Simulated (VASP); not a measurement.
# Sb (P-1) in VASP: a series of runs

Runs on Sb. Level: LDA. Tasks: single point.

Everything below comes from runs of VASP 6.6.1. Logs are shortened: lines on timing, memory, paths and dates and some standing lists are left out, and cuts for length are marked.

## Step 1: The cell of the first run

The typed cell holds 1 atom: a = 3.184 Å, b = 3.138 Å, c = 3.164 Å, α = 92.05°, β = 92.86°, γ = 90.31°.

## Step 2: Single point, LDA

INCAR reads:

```
  ALGO = Normal
  EDIFF = 1E-6
  ENCUT = 520
  ISIF = 2
  ISMEAR = 0
  LASPH = True
  LCHARG = True
  LELF = True
  LREAL = False
  LVHAR = True
  LWAVE = False
  NBANDS = 8
  NELM = 80
  PREC = Accurate
  SIGMA = 0.05
```

KPOINTS reads:

```
k-points
0
Gamma
  6 6 6
```

POSCAR reads:

```
Sb
1.0
    3.1830660000     -0.0091570000     -0.0792670000
   -0.0091570000      3.1372080000     -0.0565340000
   -0.0792670000     -0.0565340000      3.1629200000
Sb
1
Direct
    0.0035030000      0.0030650000     -0.0217410000
```

Potentials or basis: VASP PAW LDA potentials, release 64 (Sb).

Command:

```bash
cat potpaw_LDA.64/Sb/POTCAR > POTCAR
mpirun -np 1 vasp_std > vasp.out
```

OUTCAR:

```text
EDIFF = 1E-6
   ENCUT = 520
   ISIF = 2
   ISMEAR = 0
   LASPH = True
   LREAL = False
   NELM = 80
   PREC = Accurate

 ion  position               nearest neighbor table
   1  0.004  0.003  0.978-

  LATTYP: Found a triclinic cell.
 ALAT       =     5.5134460608
 B/A-ratio  =     0.5775092313
 C/A-ratio  =     0.5691051786
 COS(alpha) =     0.0053442948
 COS(beta)  =     0.5516452248
 COS(gamma) =     0.6091752798

  Lattice vectors:

 A1 = (   3.2714900000,  -3.0898310000,  -3.1856530000)
 A2 = (   3.1830660000,  -0.0091570000,  -0.0792670000)
 A3 = (   0.0091570000,  -3.1372080000,   0.0565340000)

Analysis of symmetry for initial positions (statically):
=====================================================================
 Subroutine PRICEL returns:
 Original cell was already a primitive cell.

 Routine SETGRP: Setting up the symmetry group for a
 triclinic supercell.

 Subroutine GETGRP returns: Found  2 space group operations
 (whereof  1 operations were pure point group operations)
 out of a pool of  2 trial point group operations.

The static configuration has the point symmetry C_1 .
 The point group associated with its full space group is S_2 .

Analysis of symmetry for dynamics (positions and initial velocities):
=====================================================================
 Subroutine PRICEL returns:
 Original cell was already a primitive cell.

 Routine SETGRP: Setting up the symmetry group for a
 triclinic supercell.

 Subroutine GETGRP returns: Found  2 space group operations
 (whereof  1 operations were pure point group operations)
 out of a pool of  2 trial point group operations.

The dynamic configuration has the point symmetry C_1 .
 The point group associated with its full space group is S_2 .

 Subroutine INISYM returns: Found  2 space group operations
 (whereof  1 operations are pure point group operations),
 and found     1 'primitive' translations

----------------------------------------------------------------------------------------

                                     Primitive cell

  volume of cell :      31.5545

  direct lattice vectors                    reciprocal lattice vectors
     3.183066000 -0.009157000 -0.079267000     0.314362222  0.001059885  0.007897282
    -0.009157000  3.137208000 -0.056534000     0.001059885  0.318861042  0.005725881
    -0.079267000 -0.056534000  3.162920000     0.007897282  0.005725881  0.316463806

  length of vectors
     3.184065996  3.137730705  3.164418158     0.314463188  0.318914210  0.316614108

  position of ions in fractional coordinates (direct lattice)
     0.003503000  0.003065000  0.978259000

  ion indices of the primitive-cell ions
   primitive index   ion index
                 1           1

----------------------------------------------------------------------------------------

 KPOINTS: k-points

Automatic generation of k-mesh.
 Grid dimensions read from file:
 generate k-points for:    6    6    6

 Generating k-lattice:

  Cartesian coordinates                     Fractional coordinates (reciprocal lattice)
     0.052393704  0.000176648  0.001316214     0.166666667  0.000000000  0.000000000
     0.000176648  0.053143507  0.000954314     0.000000000  0.166666667  0.000000000
     0.001316214  0.000954314  0.052743968    -0.000000000 -0.000000000  0.166666667

  Length of vectors
     0.052410531  0.053152368  0.052769018

  Shift w.r.t. Gamma in fractional coordinates (k-lattice)
     0.000000000  0.000000000  0.000000000

 Subroutine IBZKPT returns following result:
 ===========================================

 Found    112 irreducible k-points:

 Following reciprocal coordinates:
            Coordinates               Weight
  0.000000  0.000000  0.000000      1.000000
  0.166667 -0.000000 -0.000000      2.000000
  0.333333 -0.000000 -0.000000      2.000000
  0.500000 -0.000000  0.000000      1.000000
  0.000000  0.166667 -0.000000      2.000000
  0.166667  0.166667 -0.000000      2.000000
[... 16 lines left out ...]
  0.333333 -0.000000  0.166667      2.000000
  0.500000 -0.000000  0.166667      2.000000
 [... further k-points ...]
   k-points           NKPTS =    112   k-points in BZ     NKDIM =    112   number of bands    NBANDS=      8
   number of dos      NEDOS =    301   number of ions     NIONS =      1
   total plane-waves  NPLWV =  13824
   dimension x,y,z NGX =    24 NGY =   24 NGZ =   24
   dimension x,y,z NGXF=    48 NGYF=   48 NGZF=   48
   ions per type =               1
   NGX,Y,Z   is equivalent  to a cutoff of  12.53, 12.72, 12.61 a.u.
   NGXF,Y,Z  is equivalent  to a cutoff of  25.06, 25.43, 25.22 a.u.
 SYSTEM =  unknown system
   PREC   = accura    normal or accurate (medium, high low for compatibility)
   ISTART =      0    job   : 0-new  1-cont  2-samecut
   ICHARG =      2    charge: 1-file 2-atom 10-const
   ISPIN  =      1    spin polarized calculation?
   LNONCOLLINEAR =      F non collinear calculations
   LSORBIT =      F    spin-orbit coupling
   LASPH  =      T    aspherical Exc in radial PAW
   ENCUT  =  520.0 eV  38.22 Ry    6.18 a.u.   5.92  5.83  5.88*2*pi/ulx,y,z
   NELM   =     80;   NELMIN=  2; NELMDL= -5     # of ELM steps
   EDIFF  = 0.1E-05   stopping-criterion for ELM
   LREAL  =      F    real-space projection
   EDIFFG = 0.1E-04   stopping-criterion for IOM
   NSW    =      0    number of steps for IOM
   IBRION =     -1    ionic relax: 0-MD 1-quasi-New 2-CG
   NFREE  =      0    steps in history (QN), initial steepest desc. (CG)
   ISIF   =      2    stress and relaxation
   ISYM   =      2    0-nonsym 1-usesym 2-fastsym
   POTIM  = 0.5000    time-step for ionic-motion
   TEBEG  =    0.0;   TEEND  =   0.0 temperature during run
   PSTRESS=    0.0 pullay stress
   NELECT =       5.0000    total number of electrons
   NUPDOWN=      -1.0000    fix difference up-down
   EMIN   =  10.00;   EMAX   =-10.00  energy-range for DOS
   EFERMI =   0.00;   METHOD = LEGACY
   ISMEAR =     0;   SIGMA  =   0.05  broadening in eV -4-tet -1-fermi 0-gaus
   EFERMI_NEDOS =   21; number of points for ismear=-14 and -15
   IALGO  =     38    algorithm
   IMIX   =      4    mixing-type and parameters
     AMIX     =   0.40;   BMIX     =  1.00
     AMIX_MAG =   1.60;   BMIX_MAG =  1.00
  volume/ion in A,a.u.               =      31.55       212.94
  Fermi-wavevector in a.u.,A,eV,Ry     =   0.885886  1.674081 10.677766  0.784794
  Thomas-Fermi vector in A             =   2.006979
   LORBIT       =      0    0 simple, 1 ext, 2 COOP (PROOUT), +10 PAW based schemes
   GGA     = CA    functional components
   LHFCALC =     F    Hartree Fock is set to
   AEXX    =    0.0000 exact exchange contribution
   IVDW    =     0    specifies the selected vdW correction
   LEPSILON=     F    determine dielectric tensor
   LRPA    =     F    only Hartree local field effects (RPA)
 non-spin polarized calculation
 Gauss-broadening in eV      SIGMA  =   0.05
  energy-cutoff  :      520.00
  volume of cell :       31.55
 maximum number of plane-waves:       866
   NGX = 11   NGY = 11   NGZ = 11

 number of electron       5.0000001 magnetization

 Free energy of the ion-electron system (eV)
  ---------------------------------------------------
  ext. energy  EPLUGINS =         0.00000000
  ---------------------------------------------------
  free energy    TOTEN  =        -4.75444297 eV

  energy without entropy =       -4.75363981  energy(sigma->0) =       -4.75404139

 E-fermi :   6.5088     XC(G=0):  -9.5658

 val. band max:        6.4911640515   @ k =   0.0000   0.1667  -0.0000
 cond. band min:       6.5256665350   @ k =  -0.3333   0.5000   0.3333
 fundamental gap:      0.0345024836
 Fermi energy:         6.5087597224

 k-point     1 :       0.0000    0.0000    0.0000
  band No.  band energies     occupation
      1      -5.6713      2.00000
      2       9.1672      0.00000
      3       9.4296      0.00000
      4       9.6320      0.00000
      5      13.0977      0.00000
      6      13.2340      0.00000
      7      14.1899      0.00000
      8      22.3783      0.00000

 k-point     2 :       0.1667   -0.0000   -0.0000
  band No.  band energies     occupation
      1      -5.3073      2.00000
      2       6.2569      2.00000
      3       9.7025      0.00000
      4       9.9729      0.00000
      5      13.5266      0.00000
      6      14.2254      0.00000
      7      16.8451      0.00000
      8      20.4282      0.00000

 k-point     3 :       0.3333   -0.0000   -0.0000
  band No.  band energies     occupation
      1      -4.3265      2.00000
      2       2.8013      2.00000
      3      10.5041      0.00000
      4      10.8127      0.00000
      5      14.3387      0.00000
      6      15.2995      0.00000
      7      18.0745      0.00000
      8      18.6192      0.00000

 k-point     4 :       0.5000   -0.0000    0.0000
  band No.  band energies     occupation
      1      -3.5439      2.00000
      2       1.1497      2.00000
      3      11.0321      0.00000
      4      11.3692      0.00000
      5      14.9824      0.00000
      6      16.8739      0.00000
      7      16.9178      0.00000
      8      17.5588      0.00000

 k-point     5 :       0.0000    0.1667   -0.0000
  band No.  band energies     occupation
      1      -5.2875      2.00000
      2       6.4912      1.38129
      3       9.5367      0.00000
      4       9.8137      0.00000
      5      13.4189      0.00000
      6      14.0173      0.00000
      7      17.2838      0.00000
      8      20.6713      0.00000
[... 177 lines left out ...]
 k-point    22 :       0.1667   -0.0000    0.1667
  band No.  band energies     occupation
      1      -4.9052      2.00000
      2       6.4499      1.90427
      3       6.5711      0.07766
      4      10.3158      0.00000
      5      14.2758      0.00000
      6      17.0753      0.00000
      7      17.3713      0.00000
      8      19.1349      0.00000

 k-point    23 :       0.3333   -0.0000    0.1667
  band No.  band energies     occupation
      1      -3.9068      2.00000
      2       3.0480      2.00000
      3       7.3741      0.00000
      4      11.1681      0.00000
      5      14.8866      0.00000
      6      15.6029      0.00000
      7      18.5144      0.00000
      8      18.8060      0.00000

 k-point    24 :       0.5000   -0.0000    0.1667
  band No.  band energies     occupation
      1      -3.1690      2.00000
      2       1.5086      2.00000
      3       8.2294      0.00000
      4      11.6956      0.00000
      5      13.3300      0.00000
      6      16.2087      0.00000
      7      17.6987      0.00000
      8      17.9532      0.00000

 [... further k-points ...]
[... 5 lines left out ...]
  --------------------------------------------------------------------------------------
  -------------------------------------------------------------------------------------
  Total       -1.0084114     -0.8639017     -1.0023769      0.0171042      0.1392932      0.1421354
  in kB      -51.2020181    -43.8645467    -50.8956134      0.8684641      7.0726009      7.2169167
  external PRESSURE =     -48.6540594 kB  Pullay stress =       0.0000000 kB

 VOLUME and BASIS-vectors are now :
 -----------------------------------------------------------------------------
  energy-cutoff  :      520.00
  volume of cell :       31.55
      direct lattice vectors                 reciprocal lattice vectors
     3.183066000 -0.009157000 -0.079267000     0.314362222  0.001059885  0.007897282
    -0.009157000  3.137208000 -0.056534000     0.001059885  0.318861042  0.005725881
    -0.079267000 -0.056534000  3.162920000     0.007897282  0.005725881  0.316463806

 POSITION                                       TOTAL-FORCE (eV/Angst)
 -----------------------------------------------------------------------------------
     -0.06642     -0.04572      3.09370         0.000000     -0.000000      0.000000
 -----------------------------------------------------------------------------------
    total drift:                                0.000004      0.000003      0.000002

  FREE ENERGIE OF THE ION-ELECTRON SYSTEM (eV)
  ---------------------------------------------------
  free  energy   TOTEN  =        -4.7544429703 eV

  energy  without entropy=       -4.7536398105  energy(sigma->0) =       -4.75404139
```

Run time: 23 s. Hardware: 1 thread of Intel Xeon 8259CL, shared host; peak memory 0.14 GiB.

What came out:

```
Free energy : -4.7544 eV
Pressure    : -4.9 GPa
```

Levels at points of the mesh, in eV from the Fermi level:
| k point | band 1 | band 2 | band 3 | band 4 | band 5 | band 6 |
| --- | --- | --- | --- | --- | --- | --- |
| (0.00, 0.00, 0.00) | -12.18 | 2.66 | 2.92 | 3.12 | 6.59 | 6.73 |
| (0.50, 0.00, 0.00) | -10.05 | -5.36 | 4.52 | 4.86 | 8.47 | 10.37 |
| (0.00, 0.50, 0.00) | -9.88 | -5.40 | 4.53 | 4.79 | 8.53 | 10.13 |
| (0.50, 0.50, 0.00) | -7.65 | -3.56 | -3.36 | 2.20 | 6.38 | 11.46 |
| (0.00, 0.00, 0.50) | -9.97 | -5.38 | 4.43 | 4.86 | 8.43 | 10.24 |
| (0.50, 0.00, 0.50) | -7.77 | -3.75 | -3.21 | 2.20 | 6.58 | 11.75 |
| (0.00, 0.50, 0.50) | -7.58 | -3.65 | -3.24 | 2.22 | 6.30 | 11.52 |
| (0.50, 0.50, 0.50) | -5.16 | -2.00 | -1.75 | -1.33 | 4.38 | 4.71 |

Caveat: spin-orbit coupling is left out, which moves the levels of the heavy elements.

## Step 3: Single point, LDA

INCAR reads:

```
PREC     = Accurate       # precision mode
ENCUT    = 520            # plane-wave cutoff, eV
EDIFF    = 1E-6           # SCF threshold, eV
ISMEAR   = 0              # smearing method
SIGMA    = 0.025          # smearing width, eV
LREAL    = False          # projectors in reciprocal space
LASPH    = True           # aspherical terms in the spheres
NELM     = 60             # most SCF steps
ALGO     = Normal         # electronic algorithm
ISIF     = 2              # what is computed and relaxed
LWAVE    = False          # write WAVECAR
LCHARG   = True           # write CHGCAR
GGA      = CA             # functional
LELF     = True           # ELF
LVHAR    = True         
NBANDS   = 8              # bands
```

KPOINTS reads:

```
regular mesh
0
Gamma
  6 6 6
```

POSCAR is that of step 2.

Potentials or basis: VASP PAW LDA potentials, release 64 (Sb).

Command:

```bash
cat potpaw_LDA.64/Sb/POTCAR > POTCAR
mpirun -np 1 vasp_std > vasp.out
```

OUTCAR:

```text
PREC = Accurate
   ENCUT = 520
   EDIFF = 1E-6
   ISMEAR = 0
   LREAL = False
   LASPH = True
   NELM = 60
   ISIF = 2
   GGA = CA

 ion  position               nearest neighbor table
   1  0.004  0.003  0.978-

  LATTYP: Found a triclinic cell.
 ALAT       =     5.5134460608
 B/A-ratio  =     0.5775092313
 C/A-ratio  =     0.5691051786
 COS(alpha) =     0.0053442948
 COS(beta)  =     0.5516452248
 COS(gamma) =     0.6091752798

  Lattice vectors:

 A1 = (   3.2714900000,  -3.0898310000,  -3.1856530000)
 A2 = (   3.1830660000,  -0.0091570000,  -0.0792670000)
 A3 = (   0.0091570000,  -3.1372080000,   0.0565340000)

Analysis of symmetry for initial positions (statically):
=====================================================================
 Subroutine PRICEL returns:
 Original cell was already a primitive cell.

 Routine SETGRP: Setting up the symmetry group for a
 triclinic supercell.

 Subroutine GETGRP returns: Found  2 space group operations
 (whereof  1 operations were pure point group operations)
 out of a pool of  2 trial point group operations.

The static configuration has the point symmetry C_1 .
 The point group associated with its full space group is S_2 .
[... 156 lines left out ...]
  free energy    TOTEN  =        -4.75416359 eV

  energy without entropy =       -4.75398812  energy(sigma->0) =       -4.75407585

 E-fermi :   6.5082     XC(G=0):  -9.5659

 val. band max:        6.4917931303   @ k =   0.0000   0.1667  -0.0000
 cond. band min:       6.5243899358   @ k =  -0.3333   0.5000   0.3333
 fundamental gap:      0.0325968055
 Fermi energy:         6.5081714517

 k-point     1 :       0.0000    0.0000    0.0000
  band No.  band energies     occupation
      1      -5.6715      2.00000
      2       9.1669      0.00000
      3       9.4288      0.00000
      4       9.6325      0.00000
      5      13.0969      0.00000
      6      13.2344      0.00000
      7      14.1898      0.00000
      8      22.3769      0.00000
[... 243 lines left out ...]
 k-point    24 :       0.5000   -0.0000    0.1667
  band No.  band energies     occupation
      1      -3.1689      2.00000
      2       1.5076      2.00000
      3       8.2291      0.00000
      4      11.6964      0.00000
      5      13.3290      0.00000
      6      16.2094      0.00000
      7      17.6983      0.00000
      8      17.9528      0.00000

 [... further k-points ...]
[... 5 lines left out ...]
  --------------------------------------------------------------------------------------
  -------------------------------------------------------------------------------------
  Total       -1.0198387     -0.8406100     -1.0242418      0.0194363      0.1445693      0.1376494
  in kB      -51.7822373    -42.6819137    -52.0058016      0.9868771      7.3404977      6.9891379
  external PRESSURE =     -48.8233175 kB  Pullay stress =       0.0000000 kB

 VOLUME and BASIS-vectors are now :
 -----------------------------------------------------------------------------
  energy-cutoff  :      520.00
  volume of cell :       31.55
      direct lattice vectors                 reciprocal lattice vectors
     3.183066000 -0.009157000 -0.079267000     0.314362222  0.001059885  0.007897282
    -0.009157000  3.137208000 -0.056534000     0.001059885  0.318861042  0.005725881
    -0.079267000 -0.056534000  3.162920000     0.007897282  0.005725881  0.316463806

 POSITION                                       TOTAL-FORCE (eV/Angst)
 -----------------------------------------------------------------------------------
     -0.06642     -0.04572      3.09370         0.000000      0.000000      0.000000
 -----------------------------------------------------------------------------------
    total drift:                                0.000004      0.000003      0.000002

  FREE ENERGIE OF THE ION-ELECTRON SYSTEM (eV)
  ---------------------------------------------------
  free  energy   TOTEN  =        -4.7541635877 eV

  energy  without entropy=       -4.7539881177  energy(sigma->0) =       -4.75407585
```

stdout:

```text
POSCAR found type information on POSCAR Sb
 POSCAR found :  1 types and       1 ions
 scaLAPACK will be used
 LDA part: xc-table for (Slater(with rela. corr.)+CA(PZ))
 , standard interpolation
 POSCAR, INCAR and KPOINTS ok, starting setup
 FFT: planning ... GRIDC
 FFT: planning ... GRID_SOFT
 FFT: planning ... GRID
 WAVECAR not read
 entering main loop
```

Run time: 25 s. Hardware: 1 thread of Intel Xeon 8259CL, shared host; peak memory 0.14 GiB.

Results:

| Item | Value |
| --- | --- |
| Free energy | -4.7542 eV |
| Pressure | -4.9 GPa |

Stress tensor (GPa, compression positive):
```
-5.18  0.10  0.70
 0.10 -4.27  0.73
 0.70  0.73 -5.20
```

Levels at points of the mesh, in eV from the Fermi level:
| k point | band 1 | band 2 | band 3 | band 4 | band 5 |
| --- | --- | --- | --- | --- | --- |
| (0.00, 0.00, 0.00) | -12.18 | 2.66 | 2.92 | 3.12 | 6.59 |
| (0.50, 0.00, 0.00) | -10.05 | -5.36 | 4.52 | 4.86 | 8.47 |
| (0.00, 0.50, 0.00) | -9.88 | -5.40 | 4.53 | 4.79 | 8.53 |
| (0.50, 0.50, 0.00) | -7.65 | -3.56 | -3.36 | 2.20 | 6.38 |
| (0.00, 0.00, 0.50) | -9.97 | -5.38 | 4.43 | 4.86 | 8.43 |
| (0.50, 0.00, 0.50) | -7.77 | -3.75 | -3.21 | 2.20 | 6.58 |
| (0.00, 0.50, 0.50) | -7.58 | -3.65 | -3.24 | 2.22 | 6.30 |
| (0.50, 0.50, 0.50) | -5.16 | -2.00 | -1.75 | -1.33 | 4.38 |

Caveat: spin-orbit coupling is left out, which moves the levels of the heavy elements.

(Continued in part 2 of 2.)
